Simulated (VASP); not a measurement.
# ZnSe (rocksalt type) (Fm-3m) in VASP: a series of runs, part 2 of 2

VASP 6.6.1.

## (4) Single point, PBEsol (volume scaled by 0.72)

The input, INCAR:

```
PREC = Accurate ; ENCUT = 520
EDIFF = 1E-6 ; ISMEAR = -1
SIGMA = 0.05 ; LREAL = F
LASPH = T ; NELM = 80
ALGO = Normal ; ISIF = 2
LWAVE = F ; LCHARG = F
GGA = PS ; NBANDS = 16
```

The input, KPOINTS:

```
regular mesh
0
Gamma
  15 15 15
```

The input, POSCAR:

```
ZnSe
1.0
    0.0000000000      2.3619401166      2.3619401166
    2.3619401166      0.0000000000      2.3619401166
    2.3619401166      2.3619401166      0.0000000000
Zn Se
1 1
Direct
    0.0000000000      0.0000000000      0.0000000000
    0.5000000000      0.5000000000      0.5000000000
```

Potentials or basis: VASP PAW PBE potentials, release 64 (Zn, Se).

Started as:

```console
$ cat potpaw_PBE.64/Zn/POTCAR potpaw_PBE.64/Se/POTCAR > POTCAR
$ mpirun -np 1 vasp_std > vasp.out
```

OUTCAR:

```text
PREC = Accurate
   ENCUT = 520
   EDIFF = 1E-6
   ISMEAR = -1
   LREAL = F
   LASPH = T
   NELM = 80
   ISIF = 2
   GGA = PS

 ion  position               nearest neighbor table
   1  0.000  0.000  0.000-   2 2.36   2 2.36   2 2.36   2 2.36   2 2.36   2 2.36
   2  0.500  0.500  0.500-   1 2.36   1 2.36   1 2.36   1 2.36   1 2.36   1 2.36

  LATTYP: Found a face centered cubic cell.
 ALAT       =     4.7238802332

  Lattice vectors:

 A1 = (   0.0000000000,   2.3619401166,   2.3619401166)
 A2 = (   2.3619401166,   0.0000000000,   2.3619401166)
 A3 = (   2.3619401166,   2.3619401166,   0.0000000000)

Analysis of symmetry for initial positions (statically):
=====================================================================
 Subroutine PRICEL returns:
 Original cell was already a primitive cell.

 Routine SETGRP: Setting up the symmetry group for a
 face centered cubic supercell.

 Subroutine GETGRP returns: Found 48 space group operations
 (whereof 48 operations were pure point group operations)
 out of a pool of 48 trial point group operations.

The static configuration has the point symmetry O_h .

Analysis of symmetry for dynamics (positions and initial velocities):
=====================================================================
 Subroutine PRICEL returns:
 Original cell was already a primitive cell.

 Routine SETGRP: Setting up the symmetry group for a
 face centered cubic supercell.

 Subroutine GETGRP returns: Found 48 space group operations
 (whereof 48 operations were pure point group operations)
 out of a pool of 48 trial point group operations.

The dynamic configuration has the point symmetry O_h .

 Subroutine INISYM returns: Found 48 space group operations
 (whereof 48 operations are pure point group operations),
 and found     1 'primitive' translations

----------------------------------------------------------------------------------------

                                     Primitive cell

  volume of cell :      26.3534

  direct lattice vectors                    reciprocal lattice vectors
     0.000000000  2.361940117  2.361940117    -0.211690380  0.211690380  0.211690380
     2.361940117  0.000000000  2.361940117     0.211690380 -0.211690380  0.211690380
     2.361940117  2.361940117  0.000000000     0.211690380  0.211690380 -0.211690380

  length of vectors
     3.340287746  3.340287746  3.340287746     0.366658493  0.366658493  0.366658493

  position of ions in fractional coordinates (direct lattice)
     0.000000000  0.000000000  0.000000000
     0.500000000  0.500000000  0.500000000

  ion indices of the primitive-cell ions
   primitive index   ion index
                 1           1
                 2           2

----------------------------------------------------------------------------------------

 KPOINTS: regular mesh

Automatic generation of k-mesh.
 Grid dimensions read from file:
 generate k-points for:   15   15   15

 Generating k-lattice:

  Cartesian coordinates                     Fractional coordinates (reciprocal lattice)
    -0.014112692  0.014112692  0.014112692     0.066666667  0.000000000  0.000000000
     0.014112692 -0.014112692  0.014112692     0.000000000  0.066666667  0.000000000
     0.014112692  0.014112692 -0.014112692     0.000000000  0.000000000  0.066666667

  Length of vectors
     0.024443900  0.024443900  0.024443900

  Shift w.r.t. Gamma in fractional coordinates (k-lattice)
     0.000000000  0.000000000  0.000000000

 Subroutine IBZKPT returns following result:
 ===========================================

 Found    120 irreducible k-points:

 Following reciprocal coordinates:
            Coordinates               Weight
  0.000000  0.000000  0.000000      1.000000
  0.066667  0.000000  0.000000      8.000000
  0.133333  0.000000  0.000000      8.000000
  0.200000  0.000000  0.000000      8.000000
  0.266667  0.000000  0.000000      8.000000
  0.333333  0.000000  0.000000      8.000000
[... 16 lines left out ...]
  0.133333  0.133333  0.000000      6.000000
  0.200000  0.133333  0.000000     24.000000
 [... further k-points ...]
   k-points           NKPTS =    120   k-points in BZ     NKDIM =    120   number of bands    NBANDS=     16
   number of dos      NEDOS =    301   number of ions     NIONS =      2
   total plane-waves  NPLWV =  21952
   dimension x,y,z NGX =    28 NGY =   28 NGZ =   28
   dimension x,y,z NGXF=    56 NGYF=   56 NGZF=   56
   ions per type =               1   1
   NGX,Y,Z   is equivalent  to a cutoff of  13.94, 13.94, 13.94 a.u.
   NGXF,Y,Z  is equivalent  to a cutoff of  27.87, 27.87, 27.87 a.u.
 SYSTEM =  unknown system
   PREC   = accura    normal or accurate (medium, high low for compatibility)
   ISTART =      0    job   : 0-new  1-cont  2-samecut
   ICHARG =      2    charge: 1-file 2-atom 10-const
   ISPIN  =      1    spin polarized calculation?
   LNONCOLLINEAR =      F non collinear calculations
   LSORBIT =      F    spin-orbit coupling
   LASPH  =      T    aspherical Exc in radial PAW
   ENCUT  =  520.0 eV  38.22 Ry    6.18 a.u.   6.21  6.21  6.21*2*pi/ulx,y,z
   NELM   =     80;   NELMIN=  2; NELMDL= -5     # of ELM steps
   EDIFF  = 0.1E-05   stopping-criterion for ELM
   LREAL  =      F    real-space projection
   EDIFFG = 0.1E-04   stopping-criterion for IOM
   NSW    =      0    number of steps for IOM
   IBRION =     -1    ionic relax: 0-MD 1-quasi-New 2-CG
   NFREE  =      0    steps in history (QN), initial steepest desc. (CG)
   ISIF   =      2    stress and relaxation
   ISYM   =      2    0-nonsym 1-usesym 2-fastsym
   POTIM  = 0.5000    time-step for ionic-motion
   TEBEG  =    0.0;   TEEND  =   0.0 temperature during run
   PSTRESS=    0.0 pullay stress
   NELECT =      18.0000    total number of electrons
   NUPDOWN=      -1.0000    fix difference up-down
   EMIN   =  10.00;   EMAX   =-10.00  energy-range for DOS
   EFERMI =   0.00;   METHOD = LEGACY
   ISMEAR =    -1;   SIGMA  =   0.05  broadening in eV -4-tet -1-fermi 0-gaus
   EFERMI_NEDOS =   21; number of points for ismear=-14 and -15
   IALGO  =     38    algorithm
   IMIX   =      4    mixing-type and parameters
     AMIX     =   0.40;   BMIX     =  1.00
     AMIX_MAG =   1.60;   BMIX_MAG =  1.00
  volume/ion in A,a.u.               =      13.18        88.92
  Fermi-wavevector in a.u.,A,eV,Ry     =   1.441739  2.724493 28.281242  2.078613
  Thomas-Fermi vector in A             =   2.560338
   LORBIT       =      0    0 simple, 1 ext, 2 COOP (PROOUT), +10 PAW based schemes
   GGA     = PS    functional components
   LHFCALC =     F    Hartree Fock is set to
   AEXX    =    0.0000 exact exchange contribution
   IVDW    =     0    specifies the selected vdW correction
   LEPSILON=     F    determine dielectric tensor
   LRPA    =     F    only Hartree local field effects (RPA)
 non-spin polarized calculation
  energy-cutoff  :      520.00
  volume of cell :       26.35
 maximum number of plane-waves:       728
 NGX is ok and might be reduce to    28
   NGX = 13   NGY = 13   NGZ = 13

 number of electron      17.9999996 magnetization

 Free energy of the ion-electron system (eV)
  ---------------------------------------------------
  ext. energy  EPLUGINS =         0.00000000
  ---------------------------------------------------
  free energy    TOTEN  =        -4.86702308 eV

  energy without entropy =       -4.86262709  energy(sigma->0) =       -4.86482508

 E-fermi :   7.4471     XC(G=0): -12.4979

 val. band max:        7.4420510187   @ k =  -0.4000   0.0667   0.0000
 cond. band min:       7.4605748335   @ k =  -0.2667   0.0667   0.0000
 fundamental gap:      0.0185238148
 Fermi energy:         7.4470651627

 k-point     1 :       0.0000    0.0000    0.0000
  band No.  band energies     occupation
      1      -9.9990      2.00000
      2      -0.5833      2.00000
      3      -0.5833      2.00000
      4      -0.5766      2.00000
      5      -0.5766      2.00000
      6      -0.5766      2.00000
[... 8 lines left out ...]
     15      19.1051      0.00000
     16      19.1051      0.00000
[... 419 lines left out ...]
 k-point    24 :       0.2000    0.1333    0.0000
  band No.  band energies     occupation
      1      -9.3303      2.00000
      2      -0.9754      2.00000
      3      -0.6722      2.00000
      4      -0.6183      2.00000
      5      -0.5254      2.00000
      6      -0.4837      2.00000
[... 8 lines left out ...]
     15      20.0287      0.00000
     16      20.4360      0.00000

 [... further k-points ...]

------------------------ aborting loop because EDIFF is reached ----------------------------------------

  FORCE on cell =-STRESS in cart. coord.  units (eV):
  Direction    XX          YY          ZZ          XY          YZ          ZX
  --------------------------------------------------------------------------------------
  -------------------------------------------------------------------------------------
  Total        9.6356137      9.6356137      9.6356137      0.0000000     -0.0000000      0.0000000
  in kB      585.8053282    585.8053282    585.8053282      0.0000000     -0.0000000      0.0000000
  external PRESSURE =     585.8053282 kB  Pullay stress =       0.0000000 kB

 VOLUME and BASIS-vectors are now :
 -----------------------------------------------------------------------------
  energy-cutoff  :      520.00
  volume of cell :       26.35
      direct lattice vectors                 reciprocal lattice vectors
     0.000000000  2.361940117  2.361940117    -0.211690380  0.211690380  0.211690380
     2.361940117  0.000000000  2.361940117     0.211690380 -0.211690380  0.211690380
     2.361940117  2.361940117  0.000000000     0.211690380  0.211690380 -0.211690380

 POSITION                                       TOTAL-FORCE (eV/Angst)
 -----------------------------------------------------------------------------------
      0.00000      0.00000      0.00000        -0.000000      0.000000     -0.000000
      2.36194      2.36194      2.36194         0.000000     -0.000000      0.000000
 -----------------------------------------------------------------------------------
    total drift:                               -0.000000      0.000000      0.000000

  FREE ENERGIE OF THE ION-ELECTRON SYSTEM (eV)
  ---------------------------------------------------
  free  energy   TOTEN  =        -4.8670230825 eV

  energy  without entropy=       -4.8626270855  energy(sigma->0) =       -4.86482508
```

OSZICAR:

```text
N       E                     dE             d eps       ncg     rms          rms(c)
DAV:   1     0.865476471896E+02    0.86548E+02   -0.91530E+03  3928   0.155E+03
DAV:   2    -0.104752392828E+01   -0.87595E+02   -0.82376E+02  4384   0.274E+02
DAV:   3    -0.522195960090E+01   -0.41744E+01   -0.41535E+01  4720   0.570E+01
DAV:   4    -0.524431628687E+01   -0.22357E-01   -0.22355E-01  4536   0.411E+00
DAV:   5    -0.524438269011E+01   -0.66403E-04   -0.66403E-04  4776   0.232E-01    0.101E+01
DAV:   6    -0.490467105298E+01    0.33971E+00   -0.71743E-01  5000   0.328E+01    0.728E+00
DAV:   7    -0.487252160700E+01    0.32149E-01   -0.18555E-01  4776   0.558E+00    0.306E+00
DAV:   8    -0.486774112521E+01    0.47805E-02   -0.54675E-03  5856   0.179E+00    0.525E-01
DAV:   9    -0.486704000264E+01    0.70112E-03   -0.14807E-03  4808   0.448E-01    0.621E-02
DAV:  10    -0.486702098227E+01    0.19020E-04   -0.11936E-04  5136   0.152E-01    0.430E-02
DAV:  11    -0.486702322802E+01   -0.22458E-05   -0.52136E-06  4600   0.236E-02    0.100E-02
DAV:  12    -0.486702308247E+01    0.14554E-06   -0.11962E-06  3560   0.225E-02
   1 F= -.48670231E+01 E0= -.48648251E+01  d E =-.439600E-02
```

stdout:

```text
POSCAR found type information on POSCAR ZnSe
 POSCAR found :  2 types and       2 ions
 scaLAPACK will be used
 -----------------------------------------------------------------------------
|                                                                             |
|                                                                             |
|     You enforced a specific xc type in the INCAR file but a different       |
|     I HOPE YOU KNOW WHAT YOU ARE DOING!                                     |
|                                                                             |
 -----------------------------------------------------------------------------

 LDA part: xc-table for (Slater+PW92), standard interpolation
 POSCAR, INCAR and KPOINTS ok, starting setup
 FFT: planning ... GRIDC
 FFT: planning ... GRID_SOFT
 FFT: planning ... GRID
 WAVECAR not read
 entering main loop
```

It took 35 s on 1 thread of Intel Xeon 6975P-C, shared host; peak memory 0.19 GiB.

Results:

* Free energy: -4.8670 eV
* Pressure: 58.6 GPa
* Band gap on the k mesh: zero (band 9 reaches 7.61 eV, above the bottom of band 10 at 6.26 eV)

Levels at points of the mesh, in eV from the Fermi level:
| k point | band 6 | band 7 | band 8 | band 9 | band 10 | band 11 | band 12 | band 13 |
| --- | --- | --- | --- | --- | --- | --- | --- | --- |
| (0.00, 0.00, 0.00) | -8.02 | -0.90 | -0.90 | -0.90 | 3.76 | 8.50 | 8.50 | 8.50 |

Caveat: the PAW data sets were made with another functional, which shifts forces and pressure a little.

## (5) Single point, PBEsol (volume scaled by 0.88)

The input, INCAR:

```
SYSTEM = ZnSe
PREC     = Accurate       ! precision mode
ENCUT    = 520            ! plane-wave cutoff, eV
EDIFF    = 1E-6           ! SCF threshold, eV
ISMEAR   = -1             ! smearing method
SIGMA    = 0.05           ! smearing width, eV
LREAL    = .False.        ! projectors in reciprocal space
LASPH    = .True.         ! aspherical terms in the spheres
NELM     = 100            ! most SCF steps
ALGO     = Normal         ! electronic algorithm
ISIF     = 2              ! what is computed and relaxed
LWAVE    = .False.        ! write WAVECAR
LCHARG   = .False.        ! write CHGCAR
GGA      = PS             ! functional
NBANDS   = 16             ! bands
```

The input, KPOINTS:

```
Automatic mesh
0
Gamma
  15 15 15
  0 0 0
```

The input, POSCAR:

```
ZnSe
1.0
    0.0000000000      2.5253346698      2.5253346698
    2.5253346698      0.0000000000      2.5253346698
    2.5253346698      2.5253346698      0.0000000000
Zn Se
1 1
Direct
    0.0000000000      0.0000000000      0.0000000000
    0.5000000000      0.5000000000      0.5000000000
```

Started as:

```console
$ cat potpaw_PBE.64/Zn/POTCAR potpaw_PBE.64/Se/POTCAR > POTCAR
$ mpirun -np 1 vasp_std > vasp.out
```

Run time: 43 s. Hardware: 1 thread of Intel Xeon 6975P-C, shared host; peak memory 0.2 GiB.

It converged, with:

| Quantity | Value |
| --- | --- |
| Free energy | -6.0785 eV |
| Pressure | 14.6 GPa |
| Band gap on the k mesh | zero (band 9 reaches 4.96 eV, above the bottom of band 10 at 3.78 eV) |

Levels at points of the mesh, in eV from the Fermi level:
```tsv
k point	band 7	band 8	band 9	band 10	band 11	band 12
(0.00, 0.00, 0.00)	-0.63	-0.63	-0.63	1.89	8.56	8.56
```

Caveat: the PAW data sets were made with another functional, which shifts forces and pressure a little.

## (6) The runs side by side

| cell | gap on the mesh (eV) | pressure (GPa) |
| --- | --- | --- |
| a = 3.053 Å, angles 60.0°, 2 atoms | none | 196.9 |
| a = 3.212 Å, angles 60.0°, 2 atoms | none | 104.0 |
| a = 3.340 Å, angles 60.0°, 2 atoms | none | 58.6 |
| a = 3.571 Å, angles 60.0°, 2 atoms | none | 14.6 |

Alike in all rows: task single point; level PBEsol; potentials or basis VASP PAW PBE potentials, release 64 (Zn, Se); no spin polarisation; k mesh 15 × 15 × 15; cutoff (eV) 520; smearing fermi-dirac 0.05 eV.

Caveats: the PAW data sets were made with another functional, which shifts forces and pressure a little.

Absolute energies hang on the potentials; compare differences alone.
